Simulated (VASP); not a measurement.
# PbSe (Cmcm) in VASP: notebook

Runs on PbSe. Level: PBE. Tasks: single point.

All numbers are computed with VASP 6.6.1; they aren't measurements. Logs are shortened: lines on timing, memory, paths and dates and some standing lists are left out, and cuts for length are marked.

**1. The cell of the first run**

It takes space group Cmcm (No. 63, orthorhombic). The conventional cell has a = 4.281 Å, b = 12.186 Å, c = 4.421 Å, α = 90.00°, β = 90.00°, γ = 90.00°. Pb (site symmetry m2m) has 5 Se at 2.80 to 3.08 Å within 3.7 Å. Within 3.7 Å of Se (site symmetry m2m) lie 5 Pb at 2.80 to 3.08 Å.

**2. Single point, PBE**

File INCAR:

```
SYSTEM = PbSe
PREC = Accurate
ENCUT = 520
EDIFF = 1E-6
ISMEAR = -1
SIGMA = 0.05
LREAL = .FALSE.
LASPH = .TRUE.
NELM = 60
ALGO = Normal
ISIF = 2
LWAVE = .FALSE.
LCHARG = .FALSE.
GGA = PE
NBANDS = 28
```

File KPOINTS:

```
regular mesh
0
G
  7 7 6
  0 0 0
```

File POSCAR:

```
PbSe
1.0
    2.1404138952     -6.0927786777      0.0000000000
    2.1404138952      6.0927786777      0.0000000000
    0.0000000000      0.0000000000      4.4206235856
Pb Se
2 2
Direct
    0.3682392700      0.6317607300      0.2500000000
    0.6317607300      0.3682392700      0.7500000000
    0.1387100400      0.8612899600      0.2500000000
    0.8612899600      0.1387100400      0.7500000000
```

Potentials or basis: VASP PAW PBE potentials, release 64 (Pb_d, Se).

Command:

```
cat potpaw_PBE.64/Pb_d/POTCAR potpaw_PBE.64/Se/POTCAR > POTCAR
mpirun -np 1 vasp_std > vasp.out
```

OUTCAR:

```text
SYSTEM = PbSe
   PREC = Accurate
   ENCUT = 520
   EDIFF = 1E-6
   ISMEAR = -1
   LREAL = .FALSE.
   LASPH = .TRUE.
   NELM = 60
   ISIF = 2
   GGA = PE

 ion  position               nearest neighbor table
   1  0.368  0.632  0.250-   3 2.80   4 3.08   4 3.08   4 3.08   4 3.08   2 3.90   2 3.90
   2  0.632  0.368  0.750-   4 2.80   3 3.08   3 3.08   3 3.08   3 3.08   1 3.90   1 3.90
   3  0.139  0.861  0.250-   1 2.80   2 3.08   2 3.08   2 3.08   2 3.08
   4  0.861  0.139  0.750-   2 2.80   1 3.08   1 3.08   1 3.08   1 3.08

  LATTYP: Found a base centered orthorhombic cell.
 ALAT       =     4.2808277904
 B/A-ratio  =     2.8465422932
 C/A-ratio  =     1.0326562530

  Lattice vectors:

 A1 = (   2.1404138952,  -6.0927786777,   0.0000000000)
 A2 = (   2.1404138952,   6.0927786777,   0.0000000000)
 A3 = (   0.0000000000,   0.0000000000,   4.4206235856)

Analysis of symmetry for initial positions (statically):
=====================================================================
 Subroutine PRICEL returns:
 Original cell was already a primitive cell.

 Routine SETGRP: Setting up the symmetry group for a
 base centered orthorhombic supercell.

 Subroutine GETGRP returns: Found  8 space group operations
 (whereof  4 operations were pure point group operations)
 out of a pool of  8 trial point group operations.

The static configuration has the point symmetry C_2h.
 The point group associated with its full space group is D_2h.

Analysis of symmetry for dynamics (positions and initial velocities):
=====================================================================
 Subroutine PRICEL returns:
 Original cell was already a primitive cell.

 Routine SETGRP: Setting up the symmetry group for a
 base centered orthorhombic supercell.

 Subroutine GETGRP returns: Found  8 space group operations
 (whereof  4 operations were pure point group operations)
 out of a pool of  8 trial point group operations.

The dynamic configuration has the point symmetry C_2h.
 The point group associated with its full space group is D_2h.

 Subroutine INISYM returns: Found  8 space group operations
 (whereof  4 operations are pure point group operations),
 and found     1 'primitive' translations

----------------------------------------------------------------------------------------

                                     Primitive cell

  volume of cell :     115.2993

  direct lattice vectors                    reciprocal lattice vectors
     2.140413895 -6.092778678  0.000000000     0.233599680 -0.082064363  0.000000000
     2.140413895  6.092778678  0.000000000     0.233599680  0.082064363  0.000000000
     0.000000000  0.000000000  4.420623586     0.000000000  0.000000000  0.226212429

  length of vectors
     6.457811058  6.457811058  4.420623586     0.247595173  0.247595173  0.226212429

  position of ions in fractional coordinates (direct lattice)
     0.368239270  0.631760730  0.250000000
     0.631760730  0.368239270  0.750000000
     0.138710040  0.861289960  0.250000000
     0.861289960  0.138710040  0.750000000

  ion indices of the primitive-cell ions
   primitive index   ion index
                 1           1
                 2           2
                 3           3
                 4           4

----------------------------------------------------------------------------------------

 KPOINTS: regular mesh

Automatic generation of k-mesh.
 Grid dimensions read from file:
 generate k-points for:    7    7    6

 Generating k-lattice:

  Cartesian coordinates                     Fractional coordinates (reciprocal lattice)
     0.033371383 -0.011723480  0.000000000     0.142857143  0.000000000  0.000000000
     0.033371383  0.011723480  0.000000000     0.000000000  0.142857143  0.000000000
     0.000000000  0.000000000  0.037702072     0.000000000  0.000000000  0.166666667

  Length of vectors
     0.035370739  0.035370739  0.037702072

  Shift w.r.t. Gamma in fractional coordinates (k-lattice)
     0.000000000  0.000000000  0.000000000

 Subroutine IBZKPT returns following result:
 ===========================================

 Found     64 irreducible k-points:

 Following reciprocal coordinates:
            Coordinates               Weight
  0.000000  0.000000  0.000000      1.000000
  0.142857 -0.000000  0.000000      4.000000
  0.285714  0.000000  0.000000      4.000000
  0.428571 -0.000000  0.000000      4.000000
  0.142857  0.142857  0.000000      2.000000
  0.285714  0.142857  0.000000      4.000000
[... 16 lines left out ...]
  0.428571  0.142857  0.166667      8.000000
 -0.428571  0.142857  0.166667      8.000000
 [... further k-points ...]
   k-points           NKPTS =     64   k-points in BZ     NKDIM =     64   number of bands    NBANDS=     28
   number of dos      NEDOS =    301   number of ions     NIONS =      4
   total plane-waves  NPLWV =  82944
   dimension x,y,z NGX =    48 NGY =   48 NGZ =   36
   dimension x,y,z NGXF=    96 NGYF=   96 NGZF=   72
   ions per type =               2   2
   NGX,Y,Z   is equivalent  to a cutoff of  12.36, 12.36, 13.54 a.u.
   NGXF,Y,Z  is equivalent  to a cutoff of  24.71, 24.71, 27.08 a.u.
 SYSTEM =  PbSe
   PREC   = accura    normal or accurate (medium, high low for compatibility)
   ISTART =      0    job   : 0-new  1-cont  2-samecut
   ICHARG =      2    charge: 1-file 2-atom 10-const
   ISPIN  =      1    spin polarized calculation?
   LNONCOLLINEAR =      F non collinear calculations
   LSORBIT =      F    spin-orbit coupling
   LASPH  =      T    aspherical Exc in radial PAW
   ENCUT  =  520.0 eV  38.22 Ry    6.18 a.u.  12.01 12.01  8.22*2*pi/ulx,y,z
   NELM   =     60;   NELMIN=  2; NELMDL= -5     # of ELM steps
   EDIFF  = 0.1E-05   stopping-criterion for ELM
   LREAL  =      F    real-space projection
   EDIFFG = 0.1E-04   stopping-criterion for IOM
   NSW    =      0    number of steps for IOM
   IBRION =     -1    ionic relax: 0-MD 1-quasi-New 2-CG
   NFREE  =      0    steps in history (QN), initial steepest desc. (CG)
   ISIF   =      2    stress and relaxation
   ISYM   =      2    0-nonsym 1-usesym 2-fastsym
   POTIM  = 0.5000    time-step for ionic-motion
   TEBEG  =    0.0;   TEEND  =   0.0 temperature during run
   PSTRESS=    0.0 pullay stress
   NELECT =      40.0000    total number of electrons
   NUPDOWN=      -1.0000    fix difference up-down
   EMIN   =  10.00;   EMAX   =-10.00  energy-range for DOS
   EFERMI =   0.00;   METHOD = LEGACY
   ISMEAR =    -1;   SIGMA  =   0.05  broadening in eV -4-tet -1-fermi 0-gaus
   EFERMI_NEDOS =   21; number of points for ismear=-14 and -15
   IALGO  =     38    algorithm
   IMIX   =      4    mixing-type and parameters
     AMIX     =   0.40;   BMIX     =  1.00
     AMIX_MAG =   1.60;   BMIX_MAG =  1.00
  volume/ion in A,a.u.               =      28.82       194.52
  Fermi-wavevector in a.u.,A,eV,Ry     =   1.150322  2.173793 18.003769  1.323240
  Thomas-Fermi vector in A             =   2.286986
   LORBIT       =      0    0 simple, 1 ext, 2 COOP (PROOUT), +10 PAW based schemes
   GGA     = PE    functional components
   LHFCALC =     F    Hartree Fock is set to
   AEXX    =    0.0000 exact exchange contribution
   IVDW    =     0    specifies the selected vdW correction
   LEPSILON=     F    determine dielectric tensor
   LRPA    =     F    only Hartree local field effects (RPA)
 non-spin polarized calculation
  energy-cutoff  :      520.00
  volume of cell :      115.30
 maximum number of plane-waves:      3140
   NGX = 23   NGY = 23   NGZ = 17

 number of electron      39.9999995 magnetization

 Free energy of the ion-electron system (eV)
  ---------------------------------------------------
  ext. energy  EPLUGINS =         0.00000000
  ---------------------------------------------------
  free energy    TOTEN  =       -16.16679335 eV

  energy without entropy =      -16.16679112  energy(sigma->0) =      -16.16679224

 E-fermi :   5.0363     XC(G=0):  -9.5182

 val. band max:        4.5424610054   @ k =   0.2857   0.1429   0.0000
 cond. band min:       5.5330912303   @ k =   0.4286   0.4286   0.0000
 fundamental gap:      0.9906302249
 Fermi energy:         5.0363410091

 k-point     1 :       0.0000    0.0000    0.0000
  band No.  band energies     occupation
      1     -12.0115      2.00000
      2     -11.9189      2.00000
      3     -11.9110      2.00000
      4     -11.9103      2.00000
      5     -11.8876      2.00000
      6     -11.8825      2.00000
[... 20 lines left out ...]
     27      10.0853      0.00000
     28      11.3985      0.00000

 k-point     2 :       0.1429   -0.0000    0.0000
  band No.  band energies     occupation
      1     -12.0006      2.00000
      2     -11.9149      2.00000
      3     -11.9098      2.00000
      4     -11.9031      2.00000
      5     -11.8928      2.00000
      6     -11.8842      2.00000
[... 20 lines left out ...]
     27      10.3175      0.00000
     28      11.5792      0.00000

 k-point     3 :       0.2857    0.0000    0.0000
  band No.  band energies     occupation
      1     -11.9739      2.00000
      2     -11.9117      2.00000
      3     -11.9099      2.00000
      4     -11.9047      2.00000
      5     -11.8891      2.00000
      6     -11.8863      2.00000
[... 20 lines left out ...]
     27      11.4880      0.00000
     28      12.1492      0.00000

 k-point     4 :       0.4286   -0.0000    0.0000
  band No.  band energies     occupation
      1     -11.9442      2.00000
      2     -11.9197      2.00000
      3     -11.9161      2.00000
      4     -11.9145      2.00000
      5     -11.8879      2.00000
      6     -11.8841      2.00000
[... 20 lines left out ...]
     27      12.4374      0.00000
     28      13.0346      0.00000

 k-point     5 :       0.1429    0.1429    0.0000
  band No.  band energies     occupation
      1     -11.9753      2.00000
      2     -11.9145      2.00000
      3     -11.9079      2.00000
      4     -11.9016      2.00000
      5     -11.8909      2.00000
      6     -11.8867      2.00000
[... 20 lines left out ...]
     27      11.5076      0.00000
     28      11.8729      0.00000

 k-point     6 :       0.2857    0.1429    0.0000
  band No.  band energies     occupation
      1     -11.9463      2.00000
      2     -11.9205      2.00000
      3     -11.9175      2.00000
      4     -11.9091      2.00000
      5     -11.8867      2.00000
      6     -11.8839      2.00000
[... 463 lines left out ...]
      5     -11.8983      2.00000
      6     -11.8778      2.00000
[... 20 lines left out ...]
     27      11.1967      0.00000
     28      12.1251      0.00000

 k-point    22 :       0.2857    0.1429    0.1667
  band No.  band energies     occupation
      1     -11.9612      2.00000
      2     -11.9450      2.00000
      3     -11.9169      2.00000
      4     -11.8993      2.00000
      5     -11.8923      2.00000
      6     -11.8792      2.00000
[... 20 lines left out ...]
     27      11.0787      0.00000
     28      12.6689      0.00000

 k-point    23 :       0.4286    0.1429    0.1667
  band No.  band energies     occupation
      1     -11.9593      2.00000
      2     -11.9458      2.00000
      3     -11.9149      2.00000
      4     -11.8997      2.00000
      5     -11.8890      2.00000
      6     -11.8812      2.00000
[... 20 lines left out ...]
     27      11.5745      0.00000
     28      12.3526      0.00000

 k-point    24 :      -0.4286    0.1429    0.1667
  band No.  band energies     occupation
      1     -11.9733      2.00000
      2     -11.9277      2.00000
      3     -11.9112      2.00000
      4     -11.8988      2.00000
      5     -11.8923      2.00000
      6     -11.8820      2.00000
[... 20 lines left out ...]
     27      11.8574      0.00000
     28      12.3085      0.00000

 [... further k-points ...]

------------------------ aborting loop because EDIFF is reached ----------------------------------------

  FORCE on cell =-STRESS in cart. coord.  units (eV):
  Direction    XX          YY          ZZ          XY          YZ          ZX
  --------------------------------------------------------------------------------------
  -------------------------------------------------------------------------------------
  Total        1.4241230      1.5804344      1.4231242      0.0000000      0.0000000      0.0000000
  in kB       19.7893431     21.9614169     19.7754638      0.0000000      0.0000000      0.0000000
  external PRESSURE =      20.5087413 kB  Pullay stress =       0.0000000 kB

 VOLUME and BASIS-vectors are now :
 -----------------------------------------------------------------------------
  energy-cutoff  :      520.00
  volume of cell :      115.30
      direct lattice vectors                 reciprocal lattice vectors
     2.140413895 -6.092778678  0.000000000     0.233599680 -0.082064363  0.000000000
     2.140413895  6.092778678  0.000000000     0.233599680  0.082064363  0.000000000
     0.000000000  0.000000000  4.420623586     0.000000000  0.000000000  0.226212429

 POSITION                                       TOTAL-FORCE (eV/Angst)
 -----------------------------------------------------------------------------------
      2.14041      1.60558      1.10516         0.000000     -0.200916     -0.000000
      2.14041     -1.60558      3.31547         0.000000      0.200916      0.000000
      2.14041      4.40252      1.10516         0.000000      0.214884      0.000000
      2.14041     -4.40252      3.31547         0.000000     -0.214884     -0.000000
 -----------------------------------------------------------------------------------
    total drift:                                0.000000     -0.000000     -0.000000

  FREE ENERGIE OF THE ION-ELECTRON SYSTEM (eV)
  ---------------------------------------------------
  free  energy   TOTEN  =       -16.1667933488 eV

  energy  without entropy=      -16.1667911236  energy(sigma->0) =      -16.16679224
```

Run time: 2 min. Hardware: 1 thread of AMD EPYC 9R45 (Zen 5), shared host; peak memory 0.36 GiB.

Results:

```yaml
Free_energy: -16.1668 eV
Pressure: 2.1 GPa
Largest_force: 0.215 eV/Å
Band_gap_on_the_k_mesh: 0.99 eV, indirect (least direct gap 1.01 eV)
```

Forces in eV/Å, atoms in the order of the input:
```
Pb   0.000 -0.201  0.000
Pb   0.000  0.201  0.000
Se   0.000  0.215  0.000
Se   0.000 -0.215  0.000
```

Caveat: spin-orbit coupling is left out, which moves the levels of the heavy elements.

**3. Single point, PBE**

This run uses another cell than the first one, of 29.41 Å³/atom, 1.020 times its volume.

File INCAR:

```
SYSTEM = PbSe
PREC = Accurate
ENCUT = 520
EDIFF = 1E-6
ISMEAR = -1
SIGMA = 0.05
LREAL = .False.
LASPH = .True.
NELM = 100
ALGO = Normal
ISIF = 2
LWAVE = .False.
LCHARG = .False.
GGA = PE
NBANDS = 28
```

File KPOINTS:

```
Automatic mesh
0
Gamma
  7 7 6
  0 0 0
```

File POSCAR:

```
PbSe
1.0
    2.1548765900     -6.1339473500      0.0000000000
    2.1548765900      6.1339473500      0.0000000000
    0.0000000000      0.0000000000      4.4504935700
Pb Se
2 2
Direct
    0.3682392700      0.6317607300      0.2500000000
    0.6317607300      0.3682392700      0.7500000000
    0.1387100400      0.8612899600      0.2500000000
    0.8612899600      0.1387100400      0.7500000000
```

Potentials or basis: VASP PAW PBE potentials, release 64 (Pb_d, Se).

Command:

```
cat potpaw_PBE.64/Pb_d/POTCAR potpaw_PBE.64/Se/POTCAR > POTCAR
mpirun -np 1 vasp_std > vasp.out
```

It took 2.5 min on 1 thread of AMD EPYC 9R45 (Zen 5), shared host; peak memory 0.36 GiB.

Results (log left out):

| Property | Result |
| --- | --- |
| Free energy | -16.1898 eV |
| Pressure | 1.0 GPa |
| Largest force | 0.136 eV/Å |
| Band gap on the k mesh | 1.02 eV, direct |

Forces on the atoms (eV/Å):
```
Pb   0.000 -0.092  0.000
Pb   0.000  0.092  0.000
Se   0.000  0.136  0.000
Se   0.000 -0.136  0.000
```

Stress tensor (GPa, compression positive):
```
0.91 0.00 0.00
0.00 1.19 0.00
0.00 0.00 0.92
```

Levels at points of the mesh, in eV from the valence-band top:
| k point | band 16 | band 17 | band 18 | band 19 | band 20 | band 21 | band 22 | band 23 | band 24 | band 25 |
| --- | --- | --- | --- | --- | --- | --- | --- | --- | --- | --- |
| (0.00, 0.00, 0.00) | -2.86 | -2.20 | -1.59 | -1.34 | -0.44 | 4.41 | 4.44 | 4.64 | 5.28 | 5.30 |
| (0.00, 0.00, 0.50) | -2.67 | -0.93 | -0.93 | -0.09 | -0.09 | 1.50 | 1.50 | 2.32 | 2.32 | 4.83 |

Caveat: spin-orbit coupling is left out, which moves the levels of the heavy elements. A k mesh can miss the band edges.
